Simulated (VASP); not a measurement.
# MgO: single point with r2SCAN

The system is MgO.

```
Mg O
1.0
     0.00000    2.30616    2.30616
     2.30616    0.00000    2.30616
     2.30616    2.30616    0.00000
Mg O
1 1
Direct
  0.50000 0.50000 0.50000
  0.25000 0.25000 0.25000
```

| Property | Result |
| --- | --- |
| Program | VASP 6.6.1 |
| Task | single point |
| Functional | r2SCAN |
| Potentials or basis | VASP PAW PBE potentials, release 64 (Mg, O) |
| Cutoff | 520 eV |
| k mesh | 8 × 8 × 8 |
| Occupations | gaussian, width 0.02 eV |
| Spin | no spin polarisation |
| Dipole correction | no |
| Further INCAR settings | ALGO = Normal; EDIFF = 1e-06; NBANDS = 11 |

The pressure is -4.3 GPa and the band gap on the k mesh is 4.14 eV, direct.

Levels at points of the mesh, in eV from the valence-band top:
```csv
k point,band 2,band 3,band 4,band 5,band 6,band 7
"(0.00, 0.00, 0.00)",0.00,0.00,0.00,4.14,17.56,17.56
"(0.50, 0.00, 0.00)",-2.93,-0.18,-0.18,9.39,10.28,15.30
"(0.50, 0.50, 0.00)",-2.43,-0.73,-0.73,6.86,12.30,14.86
```

It took 28 s on 1 thread of Intel Xeon 8259CL (shared host), peak memory 0.14 GiB.

Caveat: the PAW data sets were made with another functional, which shifts forces and pressure a little. r2SCAN opens gaps a little over a GGA but as a rule still falls short of measured ones.
